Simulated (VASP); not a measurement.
# Lu (P6_3/mmc) in VASP: further runs, part 2 of 2

VASP 6.6.1. The steps go on from the part before.

## (3) Electric field gradients, PBEsol (28.51 Å³/atom)

Input file INCAR:

```
PREC = Accurate
ENCUT = 520
EDIFF = 1E-8
ISMEAR = -1
SIGMA = 0.03
LREAL = F
LASPH = T
NELM = 60
ALGO = Normal
ISIF = 2
LWAVE = F
LCHARG = F
GGA = PS
LEFG = T
NBANDS = 32
```

Input file KPOINTS:

```
regular mesh
0
Gamma
  13 13 8
```

Input file POSCAR:

```
Lu
1.0
    3.4624620083      0.0000000000      0.0000000000
   -1.7312310041      2.9985800589      0.0000000000
    0.0000000000      0.0000000000      5.4913664532
Lu
2
Direct
    0.3333333333      0.6666666667      0.2500000000
    0.6666666667      0.3333333333      0.7500000000
```

Potentials or basis: VASP PAW PBE potentials, release 64 (Lu).

On the command line:

```
$ cat potpaw_PBE.64/Lu/POTCAR > POTCAR
$ mpirun -np 1 vasp_std > vasp.out
```

OUTCAR:

```text
PREC = Accurate
   ENCUT = 520
   EDIFF = 1E-8
   ISMEAR = -1
   LREAL = F
   LASPH = T
   NELM = 60
   ISIF = 2
   GGA = PS

 ion  position               nearest neighbor table
   1  0.333  0.667  0.250-   2 3.40   2 3.40   2 3.40   2 3.40   2 3.40   2 3.40
   2  0.667  0.333  0.750-   1 3.40   1 3.40   1 3.40   1 3.40   1 3.40   1 3.40

  LATTYP: Found a hexagonal cell.
 ALAT       =     3.4624620083
 C/A-ratio  =     1.5859716121

  Lattice vectors:

 A1 = (   3.4624620083,   0.0000000000,   0.0000000000)
 A2 = (  -1.7312310041,   2.9985800589,   0.0000000000)
 A3 = (   0.0000000000,   0.0000000000,   5.4913664532)

Analysis of symmetry for initial positions (statically):
=====================================================================
 Subroutine PRICEL returns:
 Original cell was already a primitive cell.

 Routine SETGRP: Setting up the symmetry group for a
 hexagonal supercell.

 Subroutine GETGRP returns: Found 24 space group operations
 (whereof 12 operations were pure point group operations)
 out of a pool of 24 trial point group operations.

The static configuration has the point symmetry D_3d.
 The point group associated with its full space group is D_6h.

Analysis of symmetry for dynamics (positions and initial velocities):
=====================================================================
 Subroutine PRICEL returns:
 Original cell was already a primitive cell.

 Routine SETGRP: Setting up the symmetry group for a
 hexagonal supercell.

 Subroutine GETGRP returns: Found 24 space group operations
 (whereof 12 operations were pure point group operations)
 out of a pool of 24 trial point group operations.

The dynamic configuration has the point symmetry D_3d.
 The point group associated with its full space group is D_6h.

 Subroutine INISYM returns: Found 24 space group operations
 (whereof 12 operations are pure point group operations),
 and found     1 'primitive' translations

----------------------------------------------------------------------------------------

                                     Primitive cell

  volume of cell :      57.0139

  direct lattice vectors                    reciprocal lattice vectors
     3.462462008  0.000000000  0.000000000     0.288811833  0.166745590  0.000000000
    -1.731231004  2.998580059  0.000000000     0.000000000  0.333491179  0.000000000
     0.000000000  0.000000000  5.491366453     0.000000000  0.000000000  0.182104037

  length of vectors
     3.462462008  3.462462008  5.491366453     0.333491179  0.333491179  0.182104037

  position of ions in fractional coordinates (direct lattice)
     0.333333333  0.666666667  0.250000000
     0.666666667  0.333333333  0.750000000

  ion indices of the primitive-cell ions
   primitive index   ion index
                 1           1
                 2           2

----------------------------------------------------------------------------------------
[... 74 lines left out ...]
   IBRION =     -1    ionic relax: 0-MD 1-quasi-New 2-CG
   NFREE  =      0    steps in history (QN), initial steepest desc. (CG)
   ISIF   =      2    stress and relaxation
   ISYM   =      2    0-nonsym 1-usesym 2-fastsym
   POTIM  = 0.5000    time-step for ionic-motion
   TEBEG  =    0.0;   TEEND  =   0.0 temperature during run
   PSTRESS=    0.0 pullay stress
   NELECT =      50.0000    total number of electrons
   NUPDOWN=      -1.0000    fix difference up-down
   EMIN   =  10.00;   EMAX   =-10.00  energy-range for DOS
   EFERMI =   0.00;   METHOD = LEGACY
   ISMEAR =    -1;   SIGMA  =   0.03  broadening in eV -4-tet -1-fermi 0-gaus
   EFERMI_NEDOS =   21; number of points for ismear=-14 and -15
   IALGO  =     38    algorithm
   IMIX   =      4    mixing-type and parameters
     AMIX     =   0.40;   BMIX     =  1.00
     AMIX_MAG =   1.60;   BMIX_MAG =  1.00
  volume/ion in A,a.u.               =      28.51       192.37
  Fermi-wavevector in a.u.,A,eV,Ry     =   1.567008  2.961215 33.409285  2.455513
  Thomas-Fermi vector in A             =   2.669251
   LORBIT       =      0    0 simple, 1 ext, 2 COOP (PROOUT), +10 PAW based schemes
   GGA     = PS    functional components
   LHFCALC =     F    Hartree Fock is set to
   AEXX    =    0.0000 exact exchange contribution
   IVDW    =     0    specifies the selected vdW correction
   LEPSILON=     F    determine dielectric tensor
   LRPA    =     F    only Hartree local field effects (RPA)
 non-spin polarized calculation
  energy-cutoff  :      520.00
  volume of cell :       57.01
 maximum number of plane-waves:      1568
 NGX is ok and might be reduce to    28
   NGX = 13   NGY = 13   NGZ = 21

 number of electron      49.9999993 magnetization

 Free energy of the ion-electron system (eV)
  ---------------------------------------------------
  ext. energy  EPLUGINS =         0.00000000
  ---------------------------------------------------
  free energy    TOTEN  =        -9.89423868 eV

  energy without entropy =       -9.88382297  energy(sigma->0) =       -9.88903083

 E-fermi :   2.1604     XC(G=0): -10.8779

 val. band max:        2.1571834507   @ k =   0.2308   0.2308   0.3750
 cond. band min:       2.1672444091   @ k =   0.2308   0.1538   0.1250
 fundamental gap:      0.0100609584
 Fermi energy:         2.1603786575

 k-point     1 :       0.0000    0.0000    0.0000
  band No.  band energies     occupation
      1     -53.9686      2.00000
      2     -53.9315      2.00000
      3     -24.9231      2.00000
      4     -24.4641      2.00000
      5     -24.4641      2.00000
      6     -24.3798      2.00000
[... 829 lines left out ...]
     31       5.7276      0.00000
     32       5.7345      0.00000

 [... further k-points ...]

------------------------ aborting loop because EDIFF is reached ----------------------------------------

  FORCE on cell =-STRESS in cart. coord.  units (eV):
  Direction    XX          YY          ZZ          XY          YZ          ZX
  --------------------------------------------------------------------------------------
  -------------------------------------------------------------------------------------
  Total       -0.3918261     -0.3918261     -0.9233517     -0.0000000      0.0000000     -0.0000000
  in kB      -11.0109022    -11.0109022    -25.9475676     -0.0000000      0.0000000     -0.0000000
  external PRESSURE =     -15.9897906 kB  Pullay stress =       0.0000000 kB

 VOLUME and BASIS-vectors are now :
 -----------------------------------------------------------------------------
  energy-cutoff  :      520.00
  volume of cell :       57.01
      direct lattice vectors                 reciprocal lattice vectors
     3.462462008  0.000000000  0.000000000     0.288811833  0.166745590  0.000000000
    -1.731231004  2.998580059  0.000000000     0.000000000  0.333491179  0.000000000
     0.000000000  0.000000000  5.491366453     0.000000000  0.000000000  0.182104037

 POSITION                                       TOTAL-FORCE (eV/Angst)
 -----------------------------------------------------------------------------------
     -0.00000      1.99905      1.37284         0.000000     -0.000000      0.000000
      1.73123      0.99953      4.11852        -0.000000      0.000000      0.000000
 -----------------------------------------------------------------------------------
    total drift:                                0.000000     -0.000000      0.000000

  FREE ENERGIE OF THE ION-ELECTRON SYSTEM (eV)
  ---------------------------------------------------
  free  energy   TOTEN  =        -9.8942386756 eV

  energy  without entropy=       -9.8838229744  energy(sigma->0) =       -9.88903083

 Electric field gradients (V/A^2)
---------------------------------------------------------------------
 ion       V_xx      V_yy      V_zz      V_xy      V_xz      V_yz
---------------------------------------------------------------------
   1     -31.844   -31.847    63.691    -0.002    -0.000     0.000
   2     -31.844   -31.847    63.691    -0.002     0.000    -0.000
---------------------------------------------------------------------

 Electric field gradients after diagonalization (V/A^2)
 (convention: |V_zz| > |V_xx| > |V_yy|)
----------------------------------------------------------------------
 ion       V_xx      V_yy      V_zz     asymmetry (V_yy - V_xx)/ V_zz
----------------------------------------------------------------------
   1     -31.848   -31.843    63.691       0.000
   2     -31.848   -31.843    63.691       0.000
----------------------------------------------------------------------

           NMR quadrupolar parameters

 Cq : quadrupolar parameter    Cq=e*Q*V_zz/h
 eta: asymmetry parameters     (V_yy - V_xx)/ V_zz
 Q  : nuclear electric quadrupole moment in mb (millibarn)
----------------------------------------------------------------------
 ion       Cq(MHz)       eta       Q (mb)
----------------------------------------------------------------------
   1       0.154       0.000       1.000
   2       0.154       0.000       1.000
----------------------------------------------------------------------
```

stdout:

```text
POSCAR found type information on POSCAR Lu
 POSCAR found :  1 types and       2 ions
 scaLAPACK will be used
 -----------------------------------------------------------------------------
|                                                                             |
|                                                                             |
|     You enforced a specific xc type in the INCAR file but a different       |
|     I HOPE YOU KNOW WHAT YOU ARE DOING!                                     |
|                                                                             |
 -----------------------------------------------------------------------------

 LDA part: xc-table for (Slater+PW92), standard interpolation
 POSCAR, INCAR and KPOINTS ok, starting setup
 FFT: planning ... GRIDC
 FFT: planning ... GRID_SOFT
 FFT: planning ... GRID
 WAVECAR not read
 entering main loop
ion   1

ion   2
```

It took 2.4 min on 1 thread of Intel Xeon Platinum 8488C (Sapphire Rapids), shared host; peak memory 0.29 GiB.

Results:

| Quantity | Value |
| --- | --- |
| Free energy | -9.8942 eV |
| Pressure | -1.6 GPa |
| Band gap on the k mesh | zero (bands 25 and 26 overlap by 1.74 eV) |
| Largest electric field gradient by atom | Lu +63.7 V/Å² |

Electric field gradients, principal values (V/Å²):
```
atom    least   middle  greatest (by size)
1 Lu  -31.843  -31.848              63.691
2 Lu  -31.843  -31.848              63.691
```

Caveat: without QUAD_EFG the Cq values of the log hold for a quadrupole moment of 1 mb, not for the nuclei; the PAW data sets were made with another functional, which shifts forces and pressure a little; spin-orbit coupling is left out, which moves the levels of the heavy elements.

## (4) Electric field gradients, PBEsol (equal xx and yy strain of -2 %)

Input file INCAR:

```
SYSTEM = Lu
PREC     = Accurate       ! precision mode
ENCUT    = 520            ! plane-wave cutoff, eV
EDIFF    = 1E-8           ! SCF threshold, eV
ISMEAR   = -1             ! smearing method
SIGMA    = 0.03           ! smearing width, eV
LREAL    = .False.        ! projectors in reciprocal space
LASPH    = .True.         ! aspherical terms in the spheres
NELM     = 80             ! most SCF steps
ALGO     = Normal         ! electronic algorithm
ISIF     = 2              ! what is computed and relaxed
LWAVE    = .False.        ! write WAVECAR
LCHARG   = .False.        ! write CHGCAR
GGA      = PS             ! functional
LEFG     = .True.       
NBANDS   = 32             ! bands
```

Input file KPOINTS:

```
Automatic mesh
0
Gamma
  13 13 8
  0 0 0
```

Input file POSCAR:

```
Lu
1.0
    3.4397009116      0.0000000000      0.0000000000
   -1.7198504558      2.9788683709      0.0000000000
    0.0000000000      0.0000000000      5.5666000000
Lu
2
Direct
    0.3333333333      0.6666666667      0.2500000000
    0.6666666667      0.3333333333      0.7500000000
```

Potentials or basis: VASP PAW PBE potentials, release 64 (Lu).

On the command line:

```
$ cat potpaw_PBE.64/Lu/POTCAR > POTCAR
$ mpirun -np 1 vasp_std > vasp.out
```

OUTCAR:

```text
SYSTEM = Lu
   PREC = Accurate
   ENCUT = 520
   EDIFF = 1E-8
   ISMEAR = -1
   LREAL = .False.
   LASPH = .True.
   NELM = 80
   ISIF = 2
   GGA = PS

 ion  position               nearest neighbor table
   1  0.333  0.667  0.250-   2 3.42   2 3.42   2 3.42   2 3.42   2 3.42   2 3.42
   2  0.667  0.333  0.750-   1 3.42   1 3.42   1 3.42   1 3.42   1 3.42   1 3.42

  LATTYP: Found a hexagonal cell.
 ALAT       =     3.4397009116
 C/A-ratio  =     1.6183383797

  Lattice vectors:

 A1 = (   3.4397009116,   0.0000000000,   0.0000000000)
 A2 = (  -1.7198504558,   2.9788683709,   0.0000000000)
 A3 = (   0.0000000000,   0.0000000000,   5.5666000000)

Analysis of symmetry for initial positions (statically):
=====================================================================
 Subroutine PRICEL returns:
 Original cell was already a primitive cell.

 Routine SETGRP: Setting up the symmetry group for a
 hexagonal supercell.
[... 1031 lines left out ...]
  volume of cell :       57.04
      direct lattice vectors                 reciprocal lattice vectors
     3.439700912  0.000000000  0.000000000     0.290722951  0.167848974  0.000000000
    -1.719850456  2.978868371  0.000000000     0.000000000  0.335697948  0.000000000
     0.000000000  0.000000000  5.566600000     0.000000000  0.000000000  0.179642870

 POSITION                                       TOTAL-FORCE (eV/Angst)
 -----------------------------------------------------------------------------------
     -0.00000      1.98591      1.39165        -0.000000      0.000000      0.000000
      1.71985      0.99296      4.17495         0.000000     -0.000000      0.000000
 -----------------------------------------------------------------------------------
    total drift:                               -0.000000      0.000000     -0.000000

  FREE ENERGIE OF THE ION-ELECTRON SYSTEM (eV)
  ---------------------------------------------------
  free  energy   TOTEN  =        -9.8839614908 eV

  energy  without entropy=       -9.8739325489  energy(sigma->0) =       -9.87894702

 Electric field gradients (V/A^2)
---------------------------------------------------------------------
 ion       V_xx      V_yy      V_zz      V_xy      V_xz      V_yz
---------------------------------------------------------------------
   1     -19.352   -19.355    38.707    -0.003     0.000    -0.000
   2     -19.352   -19.355    38.707    -0.003    -0.000     0.000
---------------------------------------------------------------------

 Electric field gradients after diagonalization (V/A^2)
 (convention: |V_zz| > |V_xx| > |V_yy|)
----------------------------------------------------------------------
 ion       V_xx      V_yy      V_zz     asymmetry (V_yy - V_xx)/ V_zz
----------------------------------------------------------------------
   1     -19.357   -19.351    38.707       0.000
   2     -19.357   -19.351    38.707       0.000
----------------------------------------------------------------------

           NMR quadrupolar parameters

 Cq : quadrupolar parameter    Cq=e*Q*V_zz/h
 eta: asymmetry parameters     (V_yy - V_xx)/ V_zz
 Q  : nuclear electric quadrupole moment in mb (millibarn)
----------------------------------------------------------------------
 ion       Cq(MHz)       eta       Q (mb)
----------------------------------------------------------------------
   1       0.094       0.000       1.000
   2       0.094       0.000       1.000
----------------------------------------------------------------------
```

It took 2.6 min on 1 thread of Intel Xeon Platinum 8259CL at 2.50GHz (Skylake/Cascade Lake), shared host; peak memory 0.29 GiB.

Results:

```yaml
Free_energy: -9.8840 eV
Pressure: -1.5 GPa
Band_gap_on_the_k_mesh: zero (bands 25 and 26 overlap by 1.61 eV)
Largest_electric_field_gradient_by_atom: Lu +38.7 V/Å²
```

Electric field gradients, principal values (V/Å²):
| atom | least | middle | greatest (by size) |
| --- | --- | --- | --- |
| 1 Lu | -19.351 | -19.357 | 38.707 |
| 2 Lu | -19.351 | -19.357 | 38.707 |

Caveat: the cell differs from its parent crystal (equal xx and yy strain of -2 %); without QUAD_EFG the Cq values of the log hold for a quadrupole moment of 1 mb, not for the nuclei; the PAW data sets were made with another functional, which shifts forces and pressure a little; spin-orbit coupling is left out, which moves the levels of the heavy elements.
